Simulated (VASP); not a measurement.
Set up this calculation in VASP 6.6.1, as the native input.

```yaml
Task: single point
Functional: PBE
Potentials_or_basis: VASP PAW PBE potentials, release 64 (In_d, As)
Cutoff: 520 eV
k_mesh: 6 × 6 × 6
Occupations: fermi-dirac, width 0.02 eV
Spin: no spin polarisation
Dipole_correction: no
Further_INCAR_settings: ALGO = Normal; EDIFF = 1e-06; NBANDS = 16
```

The structure of InAs lies in POSCAR:

```
InAs
1.0
    3.5365410790      0.0000000000      0.0000000000
    0.0000000000      3.5365410790      0.0000000000
    0.0000000000      0.0000000000      3.5365410790
In As
1 1
Direct
    0.0000000000      0.0000000000      0.0000000000
    0.5000000000      0.5000000000      0.5000000000
```

One way to write it, as run:

INCAR

```
SYSTEM = InAs
PREC = Accurate
ENCUT = 520
EDIFF = 1E-6
ISMEAR = -1
SIGMA = 0.02
LREAL = .FALSE.
LASPH = .TRUE.
NELM = 60
ALGO = Normal
ISIF = 2
LWAVE = .FALSE.
LCHARG = .FALSE.
GGA = PE
NBANDS = 16
```

KPOINTS

```
Automatic mesh
0
G
  6 6 6
  0 0 0
```

Potentials or basis: VASP PAW PBE potentials, release 64 (In_d, As).

Run with:

```bash
$ cat potpaw_PBE.64/In_d/POTCAR potpaw_PBE.64/As/POTCAR > POTCAR
$ mpirun -np 1 vasp_std > vasp.out
```

Results of the run:

```
Pressure               : 1.5 GPa
Band gap on the k mesh : zero (band 9 reaches 8.11 eV, above the bottom of band 10 at 5.53 eV)
```

Caveat: spin-orbit coupling is left out, which moves the levels of the heavy elements.

Run time: 23 s on 1 thread of Intel Xeon 8259CL, on a shared host, peak memory 0.16 GiB.
